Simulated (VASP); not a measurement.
# Be3GeO (Pm-3m) in VASP: electric field gradients with PBE

Aim: the electric field gradients of Be3GeO with PBE.

Everything below comes from runs of VASP 6.6.1. Logs are shortened: lines on timing, memory, paths and dates and some standing lists are left out, and cuts for length are marked.

### 1 The cell of the first run

Symmetry: Pm-3m, No. 221, cubic system. Conventional cell: a = 3.636 Å, b = 3.636 Å, c = 3.636 Å, α = 90.00°, β = 90.00°, γ = 90.00°. Within 2.4 Å of Be (site symmetry 4/mmm) lie 2 O at 1.82 Å. Ge (site symmetry m-3m) has 12 Be at 2.57 Å and 8 O at 3.15 Å within 3.4 Å. Within 2.4 Å of O (site symmetry m-3m) lie 6 Be at 1.82 Å.

### 2 Electric field gradients, PBE

INCAR

```
SYSTEM = Be3GeO
PREC     = Accurate       ! precision mode
ENCUT    = 520            ! plane-wave cutoff, eV
EDIFF    = 1E-8           ! SCF threshold, eV
ISMEAR   = -1             ! smearing method
SIGMA    = 0.15           ! smearing width, eV
LREAL    = .False.        ! projectors in reciprocal space
LASPH    = .True.         ! aspherical terms in the spheres
NELM     = 80             ! most SCF steps
ALGO     = Normal         ! electronic algorithm
ISIF     = 2              ! what is computed and relaxed
LWAVE    = .False.        ! write WAVECAR
LCHARG   = .False.        ! write CHGCAR
GGA      = PE             ! functional
LEFG     = .True.       
NBANDS   = 21             ! bands
```

KPOINTS

```
regular mesh
0
Gamma
  10 10 10
  0 0 0
```

POSCAR

```
Be3GeO
1.0
    3.6356446744      0.0000000000      0.0000000000
    0.0000000000      3.6356446744      0.0000000000
    0.0000000000      0.0000000000      3.6356446744
Be Ge O
3 1 1
Direct
    0.5000000000      0.5000000000      0.0000000000
    0.0000000000      0.5000000000      0.5000000000
    0.5000000000      0.0000000000      0.5000000000
    0.0000000000      0.0000000000      0.0000000000
    0.5000000000      0.5000000000      0.5000000000
```

Potentials or basis: VASP PAW PBE potentials, release 64 (Be, Ge_d, O).

On the command line:

```
$ cat potpaw_PBE.64/Be/POTCAR potpaw_PBE.64/Ge_d/POTCAR potpaw_PBE.64/O/POTCAR > POTCAR
$ mpirun -np 1 vasp_std > vasp.out
```

OUTCAR:

```text
SYSTEM = Be3GeO
   PREC = Accurate
   ENCUT = 520
   EDIFF = 1E-8
   ISMEAR = -1
   LREAL = .False.
   LASPH = .True.
   NELM = 80
   ISIF = 2
   GGA = PE

 ion  position               nearest neighbor table
   1  0.500  0.500  0.000-   5 1.82   5 1.82   4 2.57   4 2.57   4 2.57   4 2.57
   2  0.000  0.500  0.500-   5 1.82   5 1.82   4 2.57   4 2.57   4 2.57   4 2.57
   3  0.500  0.000  0.500-   5 1.82   5 1.82   4 2.57   4 2.57   4 2.57   4 2.57
   4  0.000  0.000  0.000-   1 2.57   2 2.57   3 2.57   2 2.57   3 2.57   1 2.57   2 2.57   2 2.57
                             1 2.57   3 2.57   3 2.57   1 2.57
   5  0.500  0.500  0.500-   1 1.82   2 1.82   3 1.82   1 1.82   3 1.82   2 1.82

  LATTYP: Found a simple cubic cell.
 ALAT       =     3.6356446744

  Lattice vectors:

 A1 = (   3.6356446744,   0.0000000000,   0.0000000000)
 A2 = (   0.0000000000,   3.6356446744,   0.0000000000)
 A3 = (   0.0000000000,   0.0000000000,   3.6356446744)

Analysis of symmetry for initial positions (statically):
=====================================================================
 Subroutine PRICEL returns:
 Original cell was already a primitive cell.

 Routine SETGRP: Setting up the symmetry group for a
 simple cubic supercell.

 Subroutine GETGRP returns: Found 48 space group operations
 (whereof 48 operations were pure point group operations)
 out of a pool of 48 trial point group operations.

The static configuration has the point symmetry O_h .

Analysis of symmetry for dynamics (positions and initial velocities):
=====================================================================
 Subroutine PRICEL returns:
 Original cell was already a primitive cell.

 Routine SETGRP: Setting up the symmetry group for a
 simple cubic supercell.

 Subroutine GETGRP returns: Found 48 space group operations
 (whereof 48 operations were pure point group operations)
 out of a pool of 48 trial point group operations.

The dynamic configuration has the point symmetry O_h .

 Subroutine INISYM returns: Found 48 space group operations
 (whereof 48 operations are pure point group operations),
 and found     1 'primitive' translations

----------------------------------------------------------------------------------------

                                     Primitive cell

  volume of cell :      48.0556

  direct lattice vectors                    reciprocal lattice vectors
     3.635644674  0.000000000  0.000000000     0.275054382  0.000000000  0.000000000
     0.000000000  3.635644674  0.000000000     0.000000000  0.275054382  0.000000000
     0.000000000  0.000000000  3.635644674     0.000000000  0.000000000  0.275054382

  length of vectors
     3.635644674  3.635644674  3.635644674     0.275054382  0.275054382  0.275054382

  position of ions in fractional coordinates (direct lattice)
     0.500000000  0.500000000  0.000000000
     0.000000000  0.500000000  0.500000000
     0.500000000  0.000000000  0.500000000
     0.000000000  0.000000000  0.000000000
     0.500000000  0.500000000  0.500000000

  ion indices of the primitive-cell ions
   primitive index   ion index
                 1           1
                 2           2
                 3           3
                 4           4
                 5           5

----------------------------------------------------------------------------------------

 KPOINTS: regular mesh

Automatic generation of k-mesh.
 Grid dimensions read from file:
 generate k-points for:   10   10   10

 Generating k-lattice:

  Cartesian coordinates                     Fractional coordinates (reciprocal lattice)
     0.027505438  0.000000000  0.000000000     0.100000000  0.000000000  0.000000000
     0.000000000  0.027505438  0.000000000     0.000000000  0.100000000  0.000000000
     0.000000000  0.000000000  0.027505438     0.000000000  0.000000000  0.100000000

  Length of vectors
[... 47 lines left out ...]
   ISTART =      0    job   : 0-new  1-cont  2-samecut
   ICHARG =      2    charge: 1-file 2-atom 10-const
   ISPIN  =      1    spin polarized calculation?
   LNONCOLLINEAR =      F non collinear calculations
   LSORBIT =      F    spin-orbit coupling
   LASPH  =      T    aspherical Exc in radial PAW
   ENCUT  =  520.0 eV  38.22 Ry    6.18 a.u.   6.76  6.76  6.76*2*pi/ulx,y,z
   NELM   =     80;   NELMIN=  2; NELMDL= -5     # of ELM steps
   EDIFF  = 0.1E-07   stopping-criterion for ELM
   LREAL  =      F    real-space projection
   EDIFFG = 0.1E-06   stopping-criterion for IOM
   NSW    =      0    number of steps for IOM
   IBRION =     -1    ionic relax: 0-MD 1-quasi-New 2-CG
   NFREE  =      0    steps in history (QN), initial steepest desc. (CG)
   ISIF   =      2    stress and relaxation
   ISYM   =      2    0-nonsym 1-usesym 2-fastsym
   POTIM  = 0.5000    time-step for ionic-motion
   TEBEG  =    0.0;   TEEND  =   0.0 temperature during run
   PSTRESS=    0.0 pullay stress
   NELECT =      26.0000    total number of electrons
   NUPDOWN=      -1.0000    fix difference up-down
   EMIN   =  10.00;   EMAX   =-10.00  energy-range for DOS
   EFERMI =   0.00;   METHOD = LEGACY
   ISMEAR =    -1;   SIGMA  =   0.15  broadening in eV -4-tet -1-fermi 0-gaus
   EFERMI_NEDOS =   21; number of points for ismear=-14 and -15
   IALGO  =     38    algorithm
   IMIX   =      4    mixing-type and parameters
     AMIX     =   0.40;   BMIX     =  1.00
     AMIX_MAG =   1.60;   BMIX_MAG =  1.00
  volume/ion in A,a.u.               =       9.61        64.86
  Fermi-wavevector in a.u.,A,eV,Ry     =   1.333986  2.520867 24.211811  1.779518
  Thomas-Fermi vector in A             =   2.462802
   LORBIT       =      0    0 simple, 1 ext, 2 COOP (PROOUT), +10 PAW based schemes
   GGA     = PE    functional components
   LHFCALC =     F    Hartree Fock is set to
   AEXX    =    0.0000 exact exchange contribution
   IVDW    =     0    specifies the selected vdW correction
   LEPSILON=     F    determine dielectric tensor
   LRPA    =     F    only Hartree local field effects (RPA)
 non-spin polarized calculation
  energy-cutoff  :      520.00
  volume of cell :       48.06
 maximum number of plane-waves:      1328
 NGX is ok and might be reduce to    28
   NGX = 13   NGY = 13   NGZ = 13

 number of electron      26.0000026 magnetization

 Free energy of the ion-electron system (eV)
  ---------------------------------------------------
  ext. energy  EPLUGINS =         0.00000000
  ---------------------------------------------------
  free energy    TOTEN  =       -22.47620459 eV

  energy without entropy =      -22.44347032  energy(sigma->0) =      -22.45983746

 E-fermi :   8.1780     XC(G=0): -11.2159

 val. band max:        8.1280132583   @ k =   0.5000   0.4000   0.0000
 cond. band min:       8.1801525889   @ k =   0.5000   0.4000   0.1000
 fundamental gap:      0.0521393307
 Fermi energy:         8.1779951722

 k-point     1 :       0.0000    0.0000    0.0000
  band No.  band energies     occupation
      1     -16.0436      2.00000
      2     -16.0436      2.00000
      3     -16.0355      2.00000
      4     -16.0355      2.00000
      5     -16.0355      2.00000
      6     -14.1223      2.00000
[... 565 lines left out ...]
     20      15.7252      0.00000
     21      17.1108      0.00000

 [... further k-points ...]

------------------------ aborting loop because EDIFF is reached ----------------------------------------

  FORCE on cell =-STRESS in cart. coord.  units (eV):
  Direction    XX          YY          ZZ          XY          YZ          ZX
  --------------------------------------------------------------------------------------
  -------------------------------------------------------------------------------------
  Total        0.0254216      0.0254216      0.0254216     -0.0000000     -0.0000000     -0.0000000
  in kB        0.8475578      0.8475578      0.8475578     -0.0000000     -0.0000000     -0.0000000
  external PRESSURE =       0.8475578 kB  Pullay stress =       0.0000000 kB

 VOLUME and BASIS-vectors are now :
 -----------------------------------------------------------------------------
  energy-cutoff  :      520.00
  volume of cell :       48.06
      direct lattice vectors                 reciprocal lattice vectors
     3.635644674  0.000000000  0.000000000     0.275054382  0.000000000  0.000000000
     0.000000000  3.635644674  0.000000000     0.000000000  0.275054382  0.000000000
     0.000000000  0.000000000  3.635644674     0.000000000  0.000000000  0.275054382

 POSITION                                       TOTAL-FORCE (eV/Angst)
 -----------------------------------------------------------------------------------
      1.81782      1.81782      0.00000         0.000000      0.000000      0.000000
      0.00000      1.81782      1.81782         0.000000      0.000000      0.000000
      1.81782      0.00000      1.81782         0.000000      0.000000      0.000000
      0.00000      0.00000      0.00000         0.000000      0.000000      0.000000
      1.81782      1.81782      1.81782         0.000000      0.000000      0.000000
 -----------------------------------------------------------------------------------
    total drift:                               -0.000000      0.000000      0.000000

  FREE ENERGIE OF THE ION-ELECTRON SYSTEM (eV)
  ---------------------------------------------------
  free  energy   TOTEN  =       -22.4762045884 eV

  energy  without entropy=      -22.4434703224  energy(sigma->0) =      -22.45983746

 Electric field gradients (V/A^2)
---------------------------------------------------------------------
 ion       V_xx      V_yy      V_zz      V_xy      V_xz      V_yz
---------------------------------------------------------------------
   1       0.003     0.003    -0.006     0.000    -0.000     0.000
   2      -0.006     0.003     0.003     0.000     0.000    -0.000
   3       0.003    -0.006     0.003    -0.000    -0.000     0.000
   4      -0.000    -0.000    -0.000     0.000    -0.000    -0.000
   5      -0.000    -0.000     0.000    -0.000    -0.000    -0.000
---------------------------------------------------------------------

 Electric field gradients after diagonalization (V/A^2)
 (convention: |V_zz| > |V_xx| > |V_yy|)
----------------------------------------------------------------------
 ion       V_xx      V_yy      V_zz     asymmetry (V_yy - V_xx)/ V_zz
----------------------------------------------------------------------
   1       0.003     0.003    -0.006       0.000
   2       0.003     0.003    -0.006       0.000
   3       0.003     0.003    -0.006       0.000
   4      -0.000    -0.000    -0.000      -0.936
   5      -0.000    -0.000     0.000       0.209
----------------------------------------------------------------------

           NMR quadrupolar parameters

 Cq : quadrupolar parameter    Cq=e*Q*V_zz/h
 eta: asymmetry parameters     (V_yy - V_xx)/ V_zz
 Q  : nuclear electric quadrupole moment in mb (millibarn)
----------------------------------------------------------------------
 ion       Cq(MHz)       eta       Q (mb)
----------------------------------------------------------------------
   1      -0.000       0.000       1.000
   2      -0.000       0.000       1.000
   3      -0.000       0.000       1.000
   4      -0.000      -0.936       1.000
   5       0.000       0.209       1.000
----------------------------------------------------------------------
```

Run time: 1.7 min. Hardware: 1 thread of Intel Xeon 8259CL, shared host; peak memory 0.2 GiB.

What came out:

| Property | Result |
| --- | --- |
| Free energy | -22.4762 eV |
| Pressure | 0.1 GPa |
| Band gap on the k mesh | zero (bands 13 and 14 overlap by 0.48 eV) |
| Largest electric field gradient by atom | under 0.05 V/Å² on every atom |

The gap in the log of VASP goes by the Fermi energy; the results here count the filled bands.